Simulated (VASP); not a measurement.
# Al3Ni2 (P-3m1) in VASP: further runs, part 2 of 2

VASP 6.6.1.

**6. Single point, PBEsol (strain +0.000 along x and y, -0.050 along z)**

INCAR reads:

```
ALGO = Fast
EDIFF = 1E-7
ENCUT = 520
GGA = PS
ISIF = 2
ISMEAR = 0
LASPH = True
LCHARG = False
LREAL = False
LWAVE = False
NBANDS = 22
NELM = 100
PREC = Accurate
SIGMA = 0.15
```

KPOINTS reads:

```
k-points
0
Gamma
  12 12 10
```

POSCAR reads:

```
Al3Ni2
1.0
    4.0031396433      0.0000000000      0.0000000000
   -2.0015698216      3.4668206260      0.0000000000
    0.0000000000      0.0000000000      4.6164913802
Al Ni
3 2
Direct
    0.0000000000      0.0000000000      0.0000000000
    0.3333333333      0.6666666667      0.6477829059
    0.6666666667      0.3333333333      0.3522170941
    0.3333333333      0.6666666667      0.1455709067
    0.6666666667      0.3333333333      0.8544290933
```

Potentials or basis: VASP PAW PBE potentials, release 64 (Al, Ni).

Command:

```sh
cat potpaw_PBE.64/Al/POTCAR potpaw_PBE.64/Ni/POTCAR > POTCAR
mpirun -np 1 vasp_std > vasp.out
```

OUTCAR:

```text
EDIFF = 1E-7
   ENCUT = 520
   GGA = PS
   ISIF = 2
   ISMEAR = 0
   LASPH = True
   LREAL = False
   NELM = 100
   PREC = Accurate

 ion  position               nearest neighbor table
   1  0.000  0.000  0.000-   4 2.41   5 2.41   4 2.41   5 2.41   5 2.41   4 2.41   2 2.83   3 2.83
                             2 2.83   3 2.83   2 2.83   3 2.83
   2  0.333  0.667  0.648-   4 2.30   4 2.32   5 2.50   5 2.50   5 2.50   3 2.68   3 2.68   3 2.68
                             1 2.83   1 2.83   1 2.83
   3  0.667  0.333  0.352-   5 2.30   5 2.32   4 2.50   4 2.50   4 2.50   2 2.68   2 2.68   2 2.68
                             1 2.83   1 2.83   1 2.83
   4  0.333  0.667  0.146-   2 2.30   2 2.32   1 2.41   1 2.41   1 2.41   3 2.50   3 2.50   3 2.50
                             5 2.67   5 2.67   5 2.67
   5  0.667  0.333  0.854-   3 2.30   3 2.32   1 2.41   1 2.41   1 2.41   2 2.50   2 2.50   2 2.50
                             4 2.67   4 2.67   4 2.67

  LATTYP: Found a hexagonal cell.
 ALAT       =     4.0031396433
 C/A-ratio  =     1.1532176720

  Lattice vectors:

 A1 = (   4.0031396433,   0.0000000000,   0.0000000000)
 A2 = (  -2.0015698216,   3.4668206260,   0.0000000000)
 A3 = (   0.0000000000,   0.0000000000,   4.6164913802)

Analysis of symmetry for initial positions (statically):
=====================================================================
 Subroutine PRICEL returns:
 Original cell was already a primitive cell.

 Routine SETGRP: Setting up the symmetry group for a
 hexagonal supercell.

 Subroutine GETGRP returns: Found 12 space group operations
 (whereof 12 operations were pure point group operations)
 out of a pool of 24 trial point group operations.

The static configuration has the point symmetry D_3d.

Analysis of symmetry for dynamics (positions and initial velocities):
=====================================================================
 Subroutine PRICEL returns:
 Original cell was already a primitive cell.

 Routine SETGRP: Setting up the symmetry group for a
 hexagonal supercell.

 Subroutine GETGRP returns: Found 12 space group operations
 (whereof 12 operations were pure point group operations)
 out of a pool of 24 trial point group operations.

The dynamic configuration has the point symmetry D_3d.

 Subroutine INISYM returns: Found 12 space group operations
 (whereof 12 operations are pure point group operations),
 and found     1 'primitive' translations

----------------------------------------------------------------------------------------

                                     Primitive cell

  volume of cell :      64.0684

  direct lattice vectors                    reciprocal lattice vectors
     4.003139643  0.000000000  0.000000000     0.249803926  0.144224364  0.000000000
    -2.001569822  3.466820626  0.000000000     0.000000000  0.288448728  0.000000000
     0.000000000  0.000000000  4.616491380     0.000000000  0.000000000  0.216614723

  length of vectors
     4.003139643  4.003139643  4.616491380     0.288448728  0.288448728  0.216614723

  position of ions in fractional coordinates (direct lattice)
     0.000000000  0.000000000  0.000000000
     0.333333333  0.666666667  0.647782906
     0.666666667  0.333333333  0.352217094
[... 31 lines left out ...]

 Subroutine IBZKPT returns following result:
 ===========================================

 Found    162 irreducible k-points:

 Following reciprocal coordinates:
            Coordinates               Weight
  0.000000  0.000000  0.000000      1.000000
  0.083333 -0.000000  0.000000      6.000000
  0.166667  0.000000  0.000000      6.000000
  0.250000  0.000000  0.000000      6.000000
  0.333333  0.000000  0.000000      6.000000
  0.416667  0.000000  0.000000      6.000000
[... 16 lines left out ...]
  0.166667  0.000000  0.100000      6.000000
  0.000000  0.166667  0.100000      6.000000
 [... further k-points ...]
   k-points           NKPTS =    162   k-points in BZ     NKDIM =    162   number of bands    NBANDS=     22
   number of dos      NEDOS =    301   number of ions     NIONS =      5
   total plane-waves  NPLWV =  32400
   dimension x,y,z NGX =    30 NGY =   30 NGZ =   36
   dimension x,y,z NGXF=    60 NGYF=   60 NGZF=   72
   ions per type =               3   2
   NGX,Y,Z   is equivalent  to a cutoff of  12.46, 12.46, 12.96 a.u.
   NGXF,Y,Z  is equivalent  to a cutoff of  24.92, 24.92, 25.93 a.u.
 SYSTEM =  unknown system
   PREC   = accura    normal or accurate (medium, high low for compatibility)
   ISTART =      0    job   : 0-new  1-cont  2-samecut
   ICHARG =      2    charge: 1-file 2-atom 10-const
   ISPIN  =      1    spin polarized calculation?
   LNONCOLLINEAR =      F non collinear calculations
   LSORBIT =      F    spin-orbit coupling
   LASPH  =      T    aspherical Exc in radial PAW
   ENCUT  =  520.0 eV  38.22 Ry    6.18 a.u.   7.44  7.44  8.58*2*pi/ulx,y,z
   NELM   =    100;   NELMIN=  2; NELMDL= -5     # of ELM steps
   EDIFF  = 0.1E-06   stopping-criterion for ELM
   LREAL  =      F    real-space projection
   EDIFFG = 0.1E-05   stopping-criterion for IOM
   NSW    =      0    number of steps for IOM
   IBRION =     -1    ionic relax: 0-MD 1-quasi-New 2-CG
   NFREE  =      0    steps in history (QN), initial steepest desc. (CG)
   ISIF   =      2    stress and relaxation
   ISYM   =      2    0-nonsym 1-usesym 2-fastsym
   POTIM  = 0.5000    time-step for ionic-motion
   TEBEG  =    0.0;   TEEND  =   0.0 temperature during run
   PSTRESS=    0.0 pullay stress
   NELECT =      29.0000    total number of electrons
   NUPDOWN=      -1.0000    fix difference up-down
   EMIN   =  10.00;   EMAX   =-10.00  energy-range for DOS
   EFERMI =   0.00;   METHOD = LEGACY
   ISMEAR =     0;   SIGMA  =   0.15  broadening in eV -4-tet -1-fermi 0-gaus
   EFERMI_NEDOS =   21; number of points for ismear=-14 and -15
   IALGO  =     68    algorithm
   IMIX   =      4    mixing-type and parameters
     AMIX     =   0.40;   BMIX     =  1.00
     AMIX_MAG =   1.60;   BMIX_MAG =  1.00
  volume/ion in A,a.u.               =      12.81        86.47
  Fermi-wavevector in a.u.,A,eV,Ry     =   1.256973  2.375335 21.496965  1.579982
  Thomas-Fermi vector in A             =   2.390655
   LORBIT       =      0    0 simple, 1 ext, 2 COOP (PROOUT), +10 PAW based schemes
   GGA     = PS    functional components
   LHFCALC =     F    Hartree Fock is set to
   AEXX    =    0.0000 exact exchange contribution
   IVDW    =     0    specifies the selected vdW correction
   LEPSILON=     F    determine dielectric tensor
   LRPA    =     F    only Hartree local field effects (RPA)
 non-spin polarized calculation
 RMM-DIIS sequential band-by-band and
 Gauss-broadening in eV      SIGMA  =   0.15
  energy-cutoff  :      520.00
  volume of cell :       64.07
 maximum number of plane-waves:      1763
 NGX is ok and might be reduce to    30
   NGX = 15   NGY = 15   NGZ = 17

 number of electron      28.9999989 magnetization

 Free energy of the ion-electron system (eV)
  ---------------------------------------------------
  ext. energy  EPLUGINS =         0.00000000
  ---------------------------------------------------
  free energy    TOTEN  =       -27.47631641 eV

  energy without entropy =      -27.46212002  energy(sigma->0) =      -27.46921821

 E-fermi :   9.0809     XC(G=0): -11.5910

 val. band max:        9.0671206329   @ k =  -0.0833   0.3333   0.3000
 cond. band min:       9.0926019033   @ k =  -0.0833   0.2500   0.3000
 fundamental gap:      0.0254812705
 Fermi energy:         9.0809151614

 k-point     1 :       0.0000    0.0000    0.0000
  band No.  band energies     occupation
      1      -1.7867      2.00000
      2       3.8917      2.00000
      3       4.4103      2.00000
      4       5.3090      2.00000
      5       5.3090      2.00000
      6       5.8854      2.00000
[... 589 lines left out ...]
     21      15.0782      0.00000
     22      15.8834      0.00000

 [... further k-points ...]
[... 5 lines left out ...]
  --------------------------------------------------------------------------------------
  -------------------------------------------------------------------------------------
  Total        1.5675311      1.5675311      7.7974077      0.0000000      0.0000000      0.0000000
  in kB       39.1996867     39.1996867    194.9919518      0.0000000      0.0000000      0.0000000
  external PRESSURE =      91.1304417 kB  Pullay stress =       0.0000000 kB

 VOLUME and BASIS-vectors are now :
 -----------------------------------------------------------------------------
  energy-cutoff  :      520.00
  volume of cell :       64.07
      direct lattice vectors                 reciprocal lattice vectors
     4.003139643  0.000000000  0.000000000     0.249803926  0.144224364  0.000000000
    -2.001569822  3.466820626  0.000000000     0.000000000  0.288448728  0.000000000
     0.000000000  0.000000000  4.616491380     0.000000000  0.000000000  0.216614723

 POSITION                                       TOTAL-FORCE (eV/Angst)
 -----------------------------------------------------------------------------------
      0.00000      0.00000      0.00000         0.000000      0.000000      0.000000
     -0.00000      2.31121      2.99048         0.000000     -0.000000     -0.156194
      2.00157      1.15561      1.62601        -0.000000      0.000000      0.156194
     -0.00000      2.31121      0.67203         0.000000     -0.000000      0.006464
      2.00157      1.15561      3.94446        -0.000000      0.000000     -0.006464
 -----------------------------------------------------------------------------------
    total drift:                               -0.000000      0.000000      0.000000

  FREE ENERGIE OF THE ION-ELECTRON SYSTEM (eV)
  ---------------------------------------------------
  free  energy   TOTEN  =       -27.4763164052 eV

  energy  without entropy=      -27.4621200210  energy(sigma->0) =      -27.46921821
```

OSZICAR:

```text
N       E                     dE             d eps       ncg     rms          rms(c)
DAV:   1     0.140583270251E+03    0.14058E+03   -0.11950E+04  7136   0.136E+03
DAV:   2    -0.236523108318E+02   -0.16424E+03   -0.15527E+03  7158   0.276E+02
[... 11 lines left out ...]
RMM:  14    -0.274763494029E+02   -0.80212E-04   -0.54640E-04  8741   0.172E-01    0.615E-02
RMM:  15    -0.274763127048E+02    0.36698E-04   -0.15059E-04  8421   0.123E-01    0.166E-02
RMM:  16    -0.274763157243E+02   -0.30195E-05   -0.72722E-05  9328   0.501E-02    0.544E-03
RMM:  17    -0.274763163585E+02   -0.63421E-06   -0.11749E-05  9607   0.228E-02    0.555E-03
RMM:  18    -0.274763161881E+02    0.17042E-06   -0.15470E-06  8814   0.986E-03    0.511E-03
RMM:  19    -0.274763164745E+02   -0.28635E-06   -0.55411E-07  6334   0.428E-03    0.516E-03
RMM:  20    -0.274763164052E+02    0.69301E-07   -0.99568E-08  4758   0.259E-03
   1 F= -.27476316E+02 E0= -.27469218E+02  d E =-.141964E-01
```

stdout:

```text
POSCAR found type information on POSCAR AlNi
 POSCAR found :  2 types and       5 ions
 scaLAPACK will be used
 -----------------------------------------------------------------------------
|                                                                             |
|                                                                             |
|     You enforced a specific xc type in the INCAR file but a different       |
|     I HOPE YOU KNOW WHAT YOU ARE DOING!                                     |
|                                                                             |
 -----------------------------------------------------------------------------

 LDA part: xc-table for (Slater+PW92), standard interpolation
 POSCAR, INCAR and KPOINTS ok, starting setup
 FFT: planning ... GRIDC
 FFT: planning ... GRID_SOFT
 FFT: planning ... GRID
 WAVECAR not read
 entering main loop
```

Wall time 2.8 min (1 thread of Intel Xeon Platinum 8488C (Sapphire Rapids), shared host); peak memory 0.32 GiB.

What came out:

```
Free energy            : -27.4763 eV
Pressure               : 9.1 GPa
Largest force          : 0.156 eV/Å
Band gap on the k mesh : zero (an odd number of electrons rules out a gap without spin polarisation)
```

Forces on the atoms (eV/Å):
```
Al   0.000  0.000  0.000
Al   0.000  0.000 -0.156
Al   0.000  0.000  0.156
Ni   0.000  0.000  0.006
Ni   0.000  0.000 -0.006
```

Stress tensor (GPa, compression positive):
```
 3.92  0.00  0.00
 0.00  3.92  0.00
 0.00  0.00 19.50
```

Levels at points of the mesh, in eV from the Fermi level:
| k point | band 11 | band 12 | band 13 | band 14 | band 15 | band 16 | band 17 | band 18 | band 19 | band 20 |
| --- | --- | --- | --- | --- | --- | --- | --- | --- | --- | --- |
| (0.00, 0.00, 0.00) | -1.83 | -1.72 | -1.36 | 1.04 | 1.04 | 3.00 | 3.00 | 4.23 | 4.78 | 7.13 |
| (0.50, 0.00, 0.00) | -2.11 | -1.93 | -1.65 | -1.46 | -1.08 | 1.68 | 2.12 | 2.59 | 5.10 | 5.69 |
| (0.00, 0.00, 0.50) | -1.83 | -1.83 | 2.69 | 2.69 | 2.73 | 2.73 | 3.56 | 4.40 | 4.40 | 4.46 |
| (0.50, 0.00, 0.50) | -1.97 | -1.81 | -1.78 | -1.07 | -0.39 | 1.62 | 2.02 | 3.24 | 7.33 | 8.38 |

Caveat: the cell differs from its parent crystal (strain +0.000 along x and y, -0.050 along z); the cell stands under pressure; the PAW data sets were made with another functional, which shifts forces and pressure a little. Spin polarisation is off, so any magnetic state and its effect on volume and gap are missing.

**7. The runs side by side**

```csv
cell,further INCAR settings,gap on the mesh (eV),pressure (GPa),largest force (eV/Å)
"a = 4.003, b = 4.003, c = 5.102 Å, angles 90.0, 90.0, 120.0°, 5 atoms",ALGO = Fast; EDIFF = 1e-06; NBANDS = 22,none,-6.6,0.14
"a = 4.103, b = 4.103, c = 4.859 Å, angles 90.0, 90.0, 120.0°, 5 atoms",ALGO = Fast; EDIFF = 1e-07; NBANDS = 22,none,-6.0,0.07
"a = 4.203, b = 4.203, c = 4.738 Å, angles 90.0, 90.0, 120.0°, 5 atoms",ALGO = Fast; EDIFF = 1e-06; NBANDS = 22,none,-7.7,0.14
"a = 4.103, b = 4.103, c = 4.981 Å, angles 90.0, 90.0, 120.0°, 5 atoms",ALGO = Fast; EDIFF = 1e-06; NBANDS = 22,none,-9.8,0.10
"a = 4.003, b = 4.003, c = 4.616 Å, angles 90.0, 90.0, 120.0°, 5 atoms",ALGO = Fast; EDIFF = 1e-07; NBANDS = 22,none,9.1,0.16
```

Alike in all rows: task single point; level PBEsol; potentials or basis VASP PAW PBE potentials, release 64 (Al, Ni); no spin polarisation; k mesh 12 × 12 × 10; cutoff (eV) 520; smearing gaussian 0.15 eV.

Caveats: the PAW data sets were made with another functional, which shifts forces and pressure a little; the cell stands under tension (at least some runs); the cell stands under pressure (at least some runs).

Total energies depend on the potentials used, so only differences within one code and one set of settings carry meaning.
